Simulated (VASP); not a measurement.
# Si3Ag (Fm-3m) in VASP: further runs

The runs below take Si3Ag through single point, relaxation of cell and atoms, with PBE.

Program: VASP 6.6.1. These are calculated values, not measurements. Logs are shortened: lines on timing, memory, paths and dates and some standing lists are left out, and cuts for length are marked.

## (1) The cell of the first run

Symmetry: Fm-3m, No. 225, cubic system. Conventional cell: a = 6.387 Å, b = 6.387 Å, c = 6.387 Å, α = 90.00°, β = 90.00°, γ = 90.00°. Within 3.6 Å of Si (site symmetry m-3m) lie 8 Si at 2.77 Å and 6 Ag at 3.19 Å. Within 3.6 Å of Si (site symmetry -43m) lie 10 Si at 2.77 to 3.19 Å and 4 Ag at 2.77 Å. Ag (site symmetry m-3m) has 14 Si at 2.77 to 3.19 Å within 3.6 Å.

The cell was built from a structure type or drawn by symmetry, and may not be a known phase.

## (2) Single point, PBE

Contents of INCAR:

```
SYSTEM = Si3Ag
  PREC = Accurate
  ENCUT = 520
  EDIFF = 1E-6
  ISMEAR = 0
  SIGMA = 0.1
  LREAL = .False.
  LASPH = .True.
  NELM = 80
  ALGO = Normal
  ISIF = 2
  LWAVE = .False.
  LCHARG = .True.
  GGA = PE
  LELF = .True.
  LVHAR = .True.
  NBANDS = 20
```

Contents of KPOINTS:

```
Automatic mesh
0
Gamma
  12 12 12
  0 0 0
```

Contents of POSCAR:

```
Si3Ag
1.0
    0.0000000000      3.1935377798      3.1935377798
    3.1935377798      0.0000000000      3.1935377798
    3.1935377798      3.1935377798      0.0000000000
Si Ag
3 1
Direct
    0.5000000000      0.5000000000      0.5000000000
    0.2500000000      0.2500000000      0.2500000000
    0.7500000000      0.7500000000      0.7500000000
    0.0000000000      0.0000000000      0.0000000000
```

Potentials or basis: VASP PAW PBE potentials, release 64 (Si, Ag).

On the command line:

```sh
cat potpaw_PBE.64/Si/POTCAR potpaw_PBE.64/Ag/POTCAR > POTCAR
mpirun -np 1 vasp_std > vasp.out
```

OUTCAR:

```text
SYSTEM = Si3Ag
   PREC = Accurate
   ENCUT = 520
   EDIFF = 1E-6
   ISMEAR = 0
   LREAL = .False.
   LASPH = .True.
   NELM = 80
   ISIF = 2
   GGA = PE

 ion  position               nearest neighbor table
   1  0.500  0.500  0.500-   2 2.77   3 2.77   2 2.77   2 2.77   2 2.77   3 2.77   3 2.77   3 2.77
                             4 3.19   4 3.19   4 3.19   4 3.19   4 3.19   4 3.19
   2  0.250  0.250  0.250-   1 2.77   4 2.77   4 2.77   4 2.77   4 2.77   1 2.77   1 2.77   1 2.77

   3  0.750  0.750  0.750-   1 2.77   4 2.77   1 2.77   1 2.77   1 2.77   4 2.77   4 2.77   4 2.77

   4  0.000  0.000  0.000-   2 2.77   3 2.77   3 2.77   3 2.77   3 2.77   2 2.77   2 2.77   2 2.77
                             1 3.19   1 3.19   1 3.19   1 3.19   1 3.19   1 3.19

  LATTYP: Found a face centered cubic cell.
 ALAT       =     6.3870755596

  Lattice vectors:

 A1 = (   0.0000000000,   3.1935377798,   3.1935377798)
 A2 = (   3.1935377798,   0.0000000000,   3.1935377798)
 A3 = (   3.1935377798,   3.1935377798,   0.0000000000)

Analysis of symmetry for initial positions (statically):
=====================================================================
 Subroutine PRICEL returns:
 Original cell was already a primitive cell.

 Routine SETGRP: Setting up the symmetry group for a
 face centered cubic supercell.

 Subroutine GETGRP returns: Found 48 space group operations
 (whereof 48 operations were pure point group operations)
 out of a pool of 48 trial point group operations.

The static configuration has the point symmetry O_h .

Analysis of symmetry for dynamics (positions and initial velocities):
=====================================================================
 Subroutine PRICEL returns:
 Original cell was already a primitive cell.

 Routine SETGRP: Setting up the symmetry group for a
 face centered cubic supercell.

 Subroutine GETGRP returns: Found 48 space group operations
 (whereof 48 operations were pure point group operations)
 out of a pool of 48 trial point group operations.

The dynamic configuration has the point symmetry O_h .

 Subroutine INISYM returns: Found 48 space group operations
 (whereof 48 operations are pure point group operations),
 and found     1 'primitive' translations

----------------------------------------------------------------------------------------

                                     Primitive cell

  volume of cell :      65.1398

  direct lattice vectors                    reciprocal lattice vectors
     0.000000000  3.193537780  3.193537780    -0.156566177  0.156566177  0.156566177
     3.193537780  0.000000000  3.193537780     0.156566177 -0.156566177  0.156566177
     3.193537780  3.193537780  0.000000000     0.156566177  0.156566177 -0.156566177

  length of vectors
     4.516344440  4.516344440  4.516344440     0.271180573  0.271180573  0.271180573

  position of ions in fractional coordinates (direct lattice)
     0.500000000  0.500000000  0.500000000
     0.250000000  0.250000000  0.250000000
     0.750000000  0.750000000  0.750000000
     0.000000000  0.000000000  0.000000000

  ion indices of the primitive-cell ions
   primitive index   ion index
                 1           1
                 2           2
                 3           3
                 4           4

----------------------------------------------------------------------------------------

 KPOINTS: Automatic mesh

Automatic generation of k-mesh.
 Grid dimensions read from file:
 generate k-points for:   12   12   12

 Generating k-lattice:

  Cartesian coordinates                     Fractional coordinates (reciprocal lattice)
    -0.013047181  0.013047181  0.013047181     0.083333333  0.000000000  0.000000000
     0.013047181 -0.013047181  0.013047181     0.000000000  0.083333333  0.000000000
     0.013047181  0.013047181 -0.013047181     0.000000000  0.000000000  0.083333333

  Length of vectors
     0.022598381  0.022598381  0.022598381

  Shift w.r.t. Gamma in fractional coordinates (k-lattice)
     0.000000000  0.000000000  0.000000000

 Subroutine IBZKPT returns following result:
 ===========================================

 Found     72 irreducible k-points:

 Following reciprocal coordinates:
            Coordinates               Weight
  0.000000  0.000000  0.000000      1.000000
  0.083333  0.000000  0.000000      8.000000
  0.166667  0.000000  0.000000      8.000000
  0.250000  0.000000  0.000000      8.000000
  0.333333  0.000000  0.000000      8.000000
  0.416667  0.000000  0.000000      8.000000
[... 16 lines left out ...]
  0.500000  0.166667  0.000000     24.000000
 -0.416667  0.166667  0.000000     24.000000
 [... further k-points ...]
   k-points           NKPTS =     72   k-points in BZ     NKDIM =     72   number of bands    NBANDS=     20
   number of dos      NEDOS =    301   number of ions     NIONS =      4
   total plane-waves  NPLWV =  46656
   dimension x,y,z NGX =    36 NGY =   36 NGZ =   36
   dimension x,y,z NGXF=    72 NGYF=   72 NGZF=   72
   ions per type =               3   1
   NGX,Y,Z   is equivalent  to a cutoff of  13.25, 13.25, 13.25 a.u.
   NGXF,Y,Z  is equivalent  to a cutoff of  26.50, 26.50, 26.50 a.u.
 SYSTEM =  Si3Ag
   PREC   = accura    normal or accurate (medium, high low for compatibility)
   ISTART =      0    job   : 0-new  1-cont  2-samecut
   ICHARG =      2    charge: 1-file 2-atom 10-const
   ISPIN  =      1    spin polarized calculation?
   LNONCOLLINEAR =      F non collinear calculations
   LSORBIT =      F    spin-orbit coupling
   LASPH  =      T    aspherical Exc in radial PAW
   ENCUT  =  520.0 eV  38.22 Ry    6.18 a.u.   8.40  8.40  8.40*2*pi/ulx,y,z
   NELM   =     80;   NELMIN=  2; NELMDL= -5     # of ELM steps
   EDIFF  = 0.1E-05   stopping-criterion for ELM
   LREAL  =      F    real-space projection
   EDIFFG = 0.1E-04   stopping-criterion for IOM
   NSW    =      0    number of steps for IOM
   IBRION =     -1    ionic relax: 0-MD 1-quasi-New 2-CG
   NFREE  =      0    steps in history (QN), initial steepest desc. (CG)
   ISIF   =      2    stress and relaxation
   ISYM   =      2    0-nonsym 1-usesym 2-fastsym
   POTIM  = 0.5000    time-step for ionic-motion
   TEBEG  =    0.0;   TEEND  =   0.0 temperature during run
   PSTRESS=    0.0 pullay stress
   NELECT =      23.0000    total number of electrons
   NUPDOWN=      -1.0000    fix difference up-down
   EMIN   =  10.00;   EMAX   =-10.00  energy-range for DOS
   EFERMI =   0.00;   METHOD = LEGACY
   ISMEAR =     0;   SIGMA  =   0.10  broadening in eV -4-tet -1-fermi 0-gaus
   EFERMI_NEDOS =   21; number of points for ismear=-14 and -15
   IALGO  =     38    algorithm
   IMIX   =      4    mixing-type and parameters
     AMIX     =   0.40;   BMIX     =  1.00
     AMIX_MAG =   1.60;   BMIX_MAG =  1.00
  volume/ion in A,a.u.               =      16.28       109.90
  Fermi-wavevector in a.u.,A,eV,Ry     =   1.157094  2.186591 18.216392  1.338867
  Thomas-Fermi vector in A             =   2.293709
   LORBIT       =      0    0 simple, 1 ext, 2 COOP (PROOUT), +10 PAW based schemes
   GGA     = PE    functional components
   LHFCALC =     F    Hartree Fock is set to
   AEXX    =    0.0000 exact exchange contribution
   IVDW    =     0    specifies the selected vdW correction
   LEPSILON=     F    determine dielectric tensor
   LRPA    =     F    only Hartree local field effects (RPA)
 non-spin polarized calculation
 Gauss-broadening in eV      SIGMA  =   0.10
  energy-cutoff  :      520.00
  volume of cell :       65.14
 maximum number of plane-waves:      1807
 NGX is ok and might be reduce to    36
   NGX = 17   NGY = 17   NGZ = 17

 number of electron      22.9999999 magnetization

 Free energy of the ion-electron system (eV)
  ---------------------------------------------------
  ext. energy  EPLUGINS =         0.00000000
  ---------------------------------------------------
  free energy    TOTEN  =       -16.68963249 eV

  energy without entropy =      -16.67801473  energy(sigma->0) =      -16.68382361

 E-fermi :   8.8780     XC(G=0): -11.1690

 val. band max:        8.8727429267   @ k =   0.4167   0.0833   0.0000
 cond. band min:       8.9047559636   @ k =   0.5000   0.1667   0.0000
 fundamental gap:      0.0320130369
 Fermi energy:         8.8779637804

 k-point     1 :       0.0000    0.0000    0.0000
  band No.  band energies     occupation
      1      -3.7084      2.00000
      2       2.7721      2.00000
      3       2.7721      2.00000
      4       2.7721      2.00000
      5       3.6045      2.00000
      6       3.6045      2.00000
[... 12 lines left out ...]
     19      13.7157      0.00000
     20      14.6396      0.00000

 k-point     2 :       0.0833    0.0000    0.0000
  band No.  band energies     occupation
      1      -3.6343      2.00000
      2       2.5800      2.00000
      3       2.7891      2.00000
      4       2.7891      2.00000
      5       3.5790      2.00000
      6       3.5790      2.00000
[... 12 lines left out ...]
     19      14.0707      0.00000
     20      15.0452      0.00000

 k-point     3 :       0.1667    0.0000    0.0000
  band No.  band energies     occupation
      1      -3.4134      2.00000
      2       2.0898      2.00000
      3       2.8283      2.00000
      4       2.8283      2.00000
      5       3.5252      2.00000
      6       3.5252      2.00000
[... 12 lines left out ...]
     19      14.9384      0.00000
     20      16.0829      0.00000

 k-point     4 :       0.2500    0.0000    0.0000
  band No.  band energies     occupation
      1      -3.0501      2.00000
      2       1.3979      2.00000
      3       2.8546      2.00000
      4       2.8546      2.00000
      5       3.4991      2.00000
      6       3.4991      2.00000
[... 12 lines left out ...]
     19      16.0703      0.00000
     20      16.8589      0.00000

 k-point     5 :       0.3333    0.0000    0.0000
  band No.  band energies     occupation
      1      -2.5536      2.00000
      2       0.5802      2.00000
      3       2.8406      2.00000
      4       2.8406      2.00000
      5       3.5382      2.00000
      6       3.5382      2.00000
[... 12 lines left out ...]
     19      16.8123      0.00000
     20      16.8123      0.00000

 k-point     6 :       0.4167    0.0000    0.0000
  band No.  band energies     occupation
      1      -1.9479      2.00000
      2      -0.2575      2.00000
      3       2.8081      2.00000
      4       2.8081      2.00000
      5       3.6073      2.00000
      6       3.6073      2.00000
[... 12 lines left out ...]
     19      15.4287      0.00000
     20      15.9467      0.00000

 k-point     7 :       0.5000    0.0000    0.0000
  band No.  band energies     occupation
      1      -1.4537      2.00000
      2      -0.8354      2.00000
      3       2.7928      2.00000
      4       2.7928      2.00000
      5       3.6404      2.00000
      6       3.6404      2.00000
[... 12 lines left out ...]
     19      14.0888      0.00000
     20      16.8673      0.00000
[... 277 lines left out ...]
 k-point    20 :       0.2500    0.1667    0.0000
  band No.  band energies     occupation
      1      -3.0488      2.00000
      2       1.7677      2.00000
      3       2.6739      2.00000
      4       2.8489      2.00000
      5       3.0496      2.00000
      6       3.6618      2.00000
[... 12 lines left out ...]
     19      15.4661      0.00000
     20      17.4591      0.00000

 k-point    21 :       0.3333    0.1667    0.0000
  band No.  band energies     occupation
      1      -2.6440      2.00000
      2       1.1965      2.00000
      3       2.3633      2.00000
      4       2.8755      2.00000
      5       3.1920      2.00000
      6       3.6697      2.00000
[... 12 lines left out ...]
     19      15.9377      0.00000
     20      16.5826      0.00000

 k-point    22 :       0.4167    0.1667    0.0000
  band No.  band energies     occupation
      1      -2.1141      2.00000
      2       0.4528      2.00000
      3       2.1537      2.00000
      4       2.8833      2.00000
      5       3.3638      2.00000
      6       3.6767      2.00000
[... 12 lines left out ...]
     19      15.1519      0.00000
     20      16.8073      0.00000

 k-point    23 :       0.5000    0.1667    0.0000
  band No.  band energies     occupation
      1      -1.5019      2.00000
      2      -0.3097      2.00000
      3       2.0254      2.00000
      4       2.8883      2.00000
      5       3.5080      2.00000
      6       3.6439      2.00000
[... 12 lines left out ...]
     19      16.1371      0.00000
     20      17.3463      0.00000

 k-point    24 :      -0.4167    0.1667    0.0000
  band No.  band energies     occupation
      1      -1.3227      2.00000
      2      -0.5093      2.00000
      3       1.9470      2.00000
      4       2.9146      2.00000
      5       3.5443      2.00000
      6       3.5804      2.00000
[... 12 lines left out ...]
     19      16.1587      0.00000
     20      16.6256      0.00000

 [... further k-points ...]

------------------------ aborting loop because EDIFF is reached ----------------------------------------

  FORCE on cell =-STRESS in cart. coord.  units (eV):
  Direction    XX          YY          ZZ          XY          YZ          ZX
  --------------------------------------------------------------------------------------
  -------------------------------------------------------------------------------------
  Total       -0.0104758     -0.0104758     -0.0104758      0.0000000      0.0000000      0.0000000
  in kB       -0.2576615     -0.2576615     -0.2576615      0.0000000      0.0000000      0.0000000
  external PRESSURE =      -0.2576615 kB  Pullay stress =       0.0000000 kB

 VOLUME and BASIS-vectors are now :
 -----------------------------------------------------------------------------
  energy-cutoff  :      520.00
  volume of cell :       65.14
      direct lattice vectors                 reciprocal lattice vectors
     0.000000000  3.193537780  3.193537780    -0.156566177  0.156566177  0.156566177
     3.193537780  0.000000000  3.193537780     0.156566177 -0.156566177  0.156566177
     3.193537780  3.193537780  0.000000000     0.156566177  0.156566177 -0.156566177

 POSITION                                       TOTAL-FORCE (eV/Angst)
 -----------------------------------------------------------------------------------
      3.19354      3.19354      3.19354         0.000000      0.000000      0.000000
      1.59677      1.59677      1.59677         0.000000     -0.000000      0.000000
      4.79031      4.79031      4.79031        -0.000000      0.000000     -0.000000
      0.00000      0.00000      0.00000         0.000000      0.000000      0.000000
 -----------------------------------------------------------------------------------
    total drift:                               -0.000000      0.000000      0.000000

  FREE ENERGIE OF THE ION-ELECTRON SYSTEM (eV)
  ---------------------------------------------------
  free  energy   TOTEN  =       -16.6896324886 eV

  energy  without entropy=      -16.6780147293  energy(sigma->0) =      -16.68382361
```

It took 1.9 min on 1 thread of Intel Xeon Platinum 8488C (Sapphire Rapids), shared host; peak memory 0.25 GiB.

Results:

```
Free energy            : -16.6896 eV
Pressure               : 0.0 GPa
Band gap on the k mesh : zero (an odd number of electrons rules out a gap without spin polarisation)
```

Levels at points of the mesh, in eV from the Fermi level:
```csv
k point,band 8,band 9,band 10,band 11,band 12,band 13,band 14,band 15
"(0.00, 0.00, 0.00)",-1.95,-1.67,-1.67,-1.67,-0.32,-0.32,-0.32,1.69
"(0.50, 0.00, 0.00)",-4.39,-1.85,-1.85,-1.61,-1.61,-0.49,3.42,4.36
"(0.50, 0.50, 0.00)",-5.08,-4.68,-3.25,-3.11,3.52,3.52,4.25,4.58
```

## (3) Relaxation of cell and atoms, PBE

Contents of INCAR:

```
PREC = Accurate
ENCUT = 600
EDIFF = 1E-6
ISMEAR = 0
SIGMA = 0.1
LREAL = False
LASPH = True
NELM = 60
ALGO = Normal
ISIF = 3
LWAVE = False
LCHARG = False
GGA = PE
IBRION = 2
NSW = 100
EDIFFG = -0.01
```

Contents of KPOINTS:

```
Automatic mesh
0
Gamma
  12 12 12
```

Contents of POSCAR:

```
Si3Ag
1.0
    0.0000000000      3.1952168186      3.1952168186
    3.1952168186      0.0000000000      3.1952168186
    3.1952168186      3.1952168186      0.0000000000
Si Ag
3 1
Direct
    0.5000000000      0.5000000000      0.5000000000
    0.2500000000      0.2500000000      0.2500000000
    0.7500000000      0.7500000000      0.7500000000
    0.0000000000      0.0000000000      0.0000000000
```

Potentials or basis: VASP PAW PBE potentials, release 64 (Si, Ag).

On the command line:

```sh
cat potpaw_PBE.64/Si/POTCAR potpaw_PBE.64/Ag/POTCAR > POTCAR
mpirun -np 1 vasp_std > vasp.out
```

It took 2.2 min on 1 thread of Intel Xeon Platinum 8488C (Sapphire Rapids), shared host; peak memory 0.26 GiB.

The run converged. Its results:

- Free energy: -16.6896 eV
- Relaxed volume: 16.28 Å³/atom
- Relaxed cell: a = 4.516 Å, b = 4.516 Å, c = 4.516 Å, α = 60.00°, β = 60.00°, γ = 60.00°
- Space group after relaxing (to 0.1 Å): Fm-3m (No. 225)
- Energy gained by relaxing: 0.0 meV/atom
- Ionic steps: 2
- Pressure after relaxing: -0.1 GPa
- Band gap on the k mesh: zero (an odd number of electrons rules out a gap without spin polarisation)

Final structure:
```yaml
crystal:
  lattice:
    - [0.00000, 3.19352, 3.19352]
    - [3.19352, 0.00000, 3.19352]
    - [3.19352, 3.19352, 0.00000]
  atoms:
    - { symbol: Si, position: [0.50000, 0.50000, 0.50000] }
    - { symbol: Si, position: [0.25000, 0.25000, 0.25000] }
    - { symbol: Si, position: [0.75000, 0.75000, 0.75000] }
    - { symbol: Ag, position: [0.00000, 0.00000, 0.00000] }
```

Levels at points of the mesh, in eV from the Fermi level:
```
           k point  band 8  band 9  band 10  band 11  band 12  band 13  band 14  band 15
(0.00, 0.00, 0.00)   -1.95   -1.67    -1.67    -1.67    -0.32    -0.32    -0.32     1.69
(0.50, 0.00, 0.00)   -4.39   -1.85    -1.85    -1.61    -1.61    -0.49     3.42     4.36
(0.50, 0.50, 0.00)   -5.08   -4.68    -3.25    -3.11     3.52     3.52     4.25     4.58
```
